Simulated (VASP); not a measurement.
# Sb (I4/mcm) in VASP: further runs, part 2 of 2

VASP 6.6.1. The steps go on from the part before.

### 5 Single point, LDA

This run uses another cell than the first one, of 32.90 Å³/atom, 1.064 times its volume.

Input file INCAR:

```
SYSTEM = Sb
  PREC = Accurate
  ENCUT = 520
  EDIFF = 1E-7
  ISMEAR = -1
  SIGMA = 0.05
  LREAL = .False.
  LASPH = .True.
  NELM = 80
  ALGO = Normal
  ISIF = 2
  LWAVE = .False.
  LCHARG = .False.
  NBANDS = 18
```

Input file KPOINTS:

```
regular mesh
0
Gamma
  7 7 7
  0 0 0
```

Input file POSCAR:

```
Sb
1.0
   -4.0300106443      4.0300106443      2.0254867038
    4.0300106443     -4.0300106443      2.0254867038
    4.0300106443      4.0300106443     -2.0254867038
Sb
4
Direct
    0.6512630600      0.1512630600      0.8025261200
    0.1512630600      0.3487369400      0.5000000000
    0.3487369400      0.8487369400      0.1974738800
    0.8487369400      0.6512630600      0.5000000000
```

Potentials or basis: VASP PAW LDA potentials, release 64 (Sb).

Launch:

```sh
$ cat potpaw_LDA.64/Sb/POTCAR > POTCAR
$ mpirun -np 1 vasp_std > vasp.out
```

OUTCAR:

```text
SYSTEM = Sb
   PREC = Accurate
   ENCUT = 520
   EDIFF = 1E-7
   ISMEAR = -1
   LREAL = .False.
   LASPH = .True.
   NELM = 80
   ISIF = 2

 ion  position               nearest neighbor table
   1  0.651  0.151  0.803-   3 3.03   3 3.03   2 3.17   4 3.17   2 3.17   4 3.17   3 3.45
   2  0.151  0.349  0.500-   4 3.03   4 3.03   1 3.17   3 3.17   1 3.17   3 3.17   4 3.45
   3  0.349  0.849  0.197-   1 3.03   1 3.03   2 3.17   4 3.17   4 3.17   2 3.17   1 3.45
   4  0.849  0.651  0.500-   2 3.03   2 3.03   1 3.17   3 3.17   3 3.17   1 3.17   2 3.45

  LATTYP: Found a body centered tetragonal cell.
 ALAT       =     8.0600212886
 C/A-ratio  =     0.5026008322

  Lattice vectors:

 A1 = (  -4.0300106443,   4.0300106443,   2.0254867038)
 A2 = (   4.0300106443,  -4.0300106443,   2.0254867038)
 A3 = (   4.0300106443,   4.0300106443,  -2.0254867038)

Analysis of symmetry for initial positions (statically):
=====================================================================
 Subroutine PRICEL returns:
 Original cell was already a primitive cell.

 Routine SETGRP: Setting up the symmetry group for a
 body centered tetragonal supercell.

 Subroutine GETGRP returns: Found 16 space group operations
 (whereof  8 operations were pure point group operations)
 out of a pool of 16 trial point group operations.

The static configuration has the point symmetry C_4h.
 The point group associated with its full space group is D_4h.

Analysis of symmetry for dynamics (positions and initial velocities):
=====================================================================
 Subroutine PRICEL returns:
 Original cell was already a primitive cell.

 Routine SETGRP: Setting up the symmetry group for a
 body centered tetragonal supercell.

 Subroutine GETGRP returns: Found 16 space group operations
 (whereof  8 operations were pure point group operations)
 out of a pool of 16 trial point group operations.

The dynamic configuration has the point symmetry C_4h.
 The point group associated with its full space group is D_4h.

 Subroutine INISYM returns: Found 16 space group operations
 (whereof  8 operations are pure point group operations),
 and found     1 'primitive' translations

----------------------------------------------------------------------------------------

                                     Primitive cell

  volume of cell :     131.5836

  direct lattice vectors                    reciprocal lattice vectors
    -4.030010644  4.030010644  2.025486704     0.000000000  0.124069151  0.246854249
     4.030010644 -4.030010644  2.025486704     0.124069151  0.000000000  0.246854249
     4.030010644  4.030010644 -2.025486704     0.124069151  0.124069151  0.000000000

  length of vectors
     6.048517833  6.048517833  6.048517833     0.276279161  0.276279161  0.175460276

  position of ions in fractional coordinates (direct lattice)
     0.651263060  0.151263060  0.802526120
     0.151263060  0.348736940  0.500000000
     0.348736940  0.848736940  0.197473880
     0.848736940  0.651263060  0.500000000

  ion indices of the primitive-cell ions
   primitive index   ion index
                 1           1
                 2           2
                 3           3
                 4           4

----------------------------------------------------------------------------------------

 KPOINTS: regular mesh

Automatic generation of k-mesh.
 Grid dimensions read from file:
 generate k-points for:    7    7    7

 Generating k-lattice:

  Cartesian coordinates                     Fractional coordinates (reciprocal lattice)
     0.000000000  0.017724164  0.035264893     0.142857143  0.000000000  0.000000000
     0.017724164  0.000000000  0.035264893     0.000000000  0.142857143  0.000000000
     0.017724164  0.017724164  0.000000000     0.000000000  0.000000000  0.142857143

  Length of vectors
     0.039468452  0.039468452  0.025065754

  Shift w.r.t. Gamma in fractional coordinates (k-lattice)
     0.000000000  0.000000000  0.000000000

 Subroutine IBZKPT returns following result:
 ===========================================

 Found     40 irreducible k-points:

 Following reciprocal coordinates:
            Coordinates               Weight
  0.000000  0.000000  0.000000      1.000000
  0.142857  0.000000 -0.000000      8.000000
  0.285714  0.000000 -0.000000      8.000000
  0.428571  0.000000 -0.000000      8.000000
  0.142857  0.142857  0.000000      8.000000
  0.285714  0.142857 -0.000000     16.000000
[... 16 lines left out ...]
 -0.142857  0.285714  0.142857      8.000000
 -0.428571  0.428571  0.142857      8.000000
 [... further k-points ...]
   k-points           NKPTS =     40   k-points in BZ     NKDIM =     40   number of bands    NBANDS=     18
   number of dos      NEDOS =    301   number of ions     NIONS =      4
   total plane-waves  NPLWV = 110592
   dimension x,y,z NGX =    48 NGY =   48 NGZ =   48
   dimension x,y,z NGXF=    96 NGYF=   96 NGZF=   96
   ions per type =               4
   NGX,Y,Z   is equivalent  to a cutoff of  13.19, 13.19, 13.19 a.u.
   NGXF,Y,Z  is equivalent  to a cutoff of  26.39, 26.39, 26.39 a.u.
 SYSTEM =  Sb
   PREC   = accura    normal or accurate (medium, high low for compatibility)
   ISTART =      0    job   : 0-new  1-cont  2-samecut
   ICHARG =      2    charge: 1-file 2-atom 10-const
   ISPIN  =      1    spin polarized calculation?
   LNONCOLLINEAR =      F non collinear calculations
   LSORBIT =      F    spin-orbit coupling
   LASPH  =      T    aspherical Exc in radial PAW
   ENCUT  =  520.0 eV  38.22 Ry    6.18 a.u.  11.25 11.25 11.25*2*pi/ulx,y,z
   NELM   =     80;   NELMIN=  2; NELMDL= -5     # of ELM steps
   EDIFF  = 0.1E-06   stopping-criterion for ELM
   LREAL  =      F    real-space projection
   EDIFFG = 0.1E-05   stopping-criterion for IOM
   NSW    =      0    number of steps for IOM
   IBRION =     -1    ionic relax: 0-MD 1-quasi-New 2-CG
   NFREE  =      0    steps in history (QN), initial steepest desc. (CG)
   ISIF   =      2    stress and relaxation
   ISYM   =      2    0-nonsym 1-usesym 2-fastsym
   POTIM  = 0.5000    time-step for ionic-motion
   TEBEG  =    0.0;   TEEND  =   0.0 temperature during run
   PSTRESS=    0.0 pullay stress
   NELECT =      20.0000    total number of electrons
   NUPDOWN=      -1.0000    fix difference up-down
   EMIN   =  10.00;   EMAX   =-10.00  energy-range for DOS
   EFERMI =   0.00;   METHOD = LEGACY
   ISMEAR =    -1;   SIGMA  =   0.05  broadening in eV -4-tet -1-fermi 0-gaus
   EFERMI_NEDOS =   21; number of points for ismear=-14 and -15
   IALGO  =     38    algorithm
   IMIX   =      4    mixing-type and parameters
     AMIX     =   0.40;   BMIX     =  1.00
     AMIX_MAG =   1.60;   BMIX_MAG =  1.00
  volume/ion in A,a.u.               =      32.90       221.99
  Fermi-wavevector in a.u.,A,eV,Ry     =   0.873677  1.651010 10.385484  0.763312
  Thomas-Fermi vector in A             =   1.993101
   LORBIT       =      0    0 simple, 1 ext, 2 COOP (PROOUT), +10 PAW based schemes
   GGA     = CA    functional components
   LHFCALC =     F    Hartree Fock is set to
   AEXX    =    0.0000 exact exchange contribution
   IVDW    =     0    specifies the selected vdW correction
   LEPSILON=     F    determine dielectric tensor
   LRPA    =     F    only Hartree local field effects (RPA)
 non-spin polarized calculation
  energy-cutoff  :      520.00
  volume of cell :      131.58
 maximum number of plane-waves:      3571
 NGX is ok and might be reduce to    48
   NGX = 23   NGY = 23   NGZ = 23

 number of electron      20.0000002 magnetization

 Free energy of the ion-electron system (eV)
  ---------------------------------------------------
  ext. energy  EPLUGINS =         0.00000000
  ---------------------------------------------------
  free energy    TOTEN  =       -18.12915634 eV

  energy without entropy =      -18.10348281  energy(sigma->0) =      -18.11631958

 E-fermi :   5.9448     XC(G=0):  -9.2052

 val. band max:        5.9444674436   @ k =   0.1429   0.1429   0.1429
 cond. band min:       5.9838225296   @ k =  -0.1429   0.2857   0.1429
 fundamental gap:      0.0393550860
 Fermi energy:         5.9447604816

 k-point     1 :       0.0000    0.0000    0.0000
  band No.  band energies     occupation
      1      -6.5599      2.00000
      2      -3.2188      2.00000
      3      -2.0021      2.00000
      4      -2.0021      2.00000
      5       1.1826      2.00000
      6       4.4093      2.00000
[... 481 lines left out ...]
      5       2.5207      2.00000
      6       3.3463      2.00000
[... 10 lines left out ...]
     17      10.2443      0.00000
     18      10.8502      0.00000

 [... further k-points ...]
[... 5 lines left out ...]
  --------------------------------------------------------------------------------------
  -------------------------------------------------------------------------------------
  Total       -1.3406516     -1.3406516     -1.4202439      0.0000000      0.0000000     -0.0000000
  in kB      -16.3239309    -16.3239309    -17.2930553      0.0000000      0.0000000     -0.0000000
  external PRESSURE =     -16.6469723 kB  Pullay stress =       0.0000000 kB

 VOLUME and BASIS-vectors are now :
 -----------------------------------------------------------------------------
  energy-cutoff  :      520.00
  volume of cell :      131.58
      direct lattice vectors                 reciprocal lattice vectors
    -4.030010644  4.030010644  2.025486704     0.000000000  0.124069151  0.246854249
     4.030010644 -4.030010644  2.025486704     0.124069151  0.000000000  0.246854249
     4.030010644  4.030010644 -2.025486704     0.124069151  0.124069151  0.000000000

 POSITION                                       TOTAL-FORCE (eV/Angst)
 -----------------------------------------------------------------------------------
      1.21918      5.24919     -0.00000        -0.031610     -0.031610     -0.000000
      2.81083      1.21918      0.00000         0.031610     -0.031610      0.000000
      2.81083     -1.21918      2.02549         0.031610      0.031610      0.000000
      1.21918      2.81083      2.02549        -0.031610      0.031610     -0.000000
 -----------------------------------------------------------------------------------
    total drift:                                0.000000     -0.000000      0.000000

  FREE ENERGIE OF THE ION-ELECTRON SYSTEM (eV)
  ---------------------------------------------------
  free  energy   TOTEN  =       -18.1291563440 eV

  energy  without entropy=      -18.1034828146  energy(sigma->0) =      -18.11631958
```

Run time: 1.8 min. Hardware: 1 thread of Intel Xeon Platinum 8259CL at 2.50GHz (Skylake/Cascade Lake), shared host; peak memory 0.27 GiB.

Results:

| Property | Result |
| --- | --- |
| Free energy | -18.1292 eV |
| Pressure | -1.7 GPa |
| Largest force | 0.045 eV/Å |
| Band gap on the k mesh | zero (band 10 reaches 6.56 eV, above the bottom of band 11 at 5.02 eV) |

Forces in eV/Å, atoms in the order of the input:
```
Sb  -0.032 -0.032  0.000
Sb   0.032 -0.032  0.000
Sb   0.032  0.032  0.000
Sb  -0.032  0.032  0.000
```

Caveat: spin-orbit coupling is left out, which moves the levels of the heavy elements.

### 6 Summary

| cell | gap on the mesh (eV) | pressure (GPa) | largest force (eV/Å) |
| --- | --- | --- | --- |
| a = 5.925 Å, angles 96.4, 96.4, 140.9°, 4 atoms | none | 1.8 | 0.06 |
| a = 5.967 Å, angles 96.4, 96.4, 140.9°, 4 atoms | none | 0.5 | 0.02 |
| a = 6.008 Å, angles 96.4, 96.4, 140.9°, 4 atoms | none | -0.6 | 0.01 |
| a = 6.049 Å, angles 96.4, 96.4, 140.9°, 4 atoms | none | -1.7 | 0.04 |

Alike in all rows: task single point; level LDA; potentials or basis VASP PAW LDA potentials, release 64 (Sb); no spin polarisation; k mesh 7 × 7 × 7; cutoff (eV) 520; smearing fermi-dirac 0.05 eV.

Caveats: spin-orbit coupling is left out, which moves the levels of the heavy elements.

Total energies depend on the potentials used, so only differences within one code and one set of settings carry meaning.
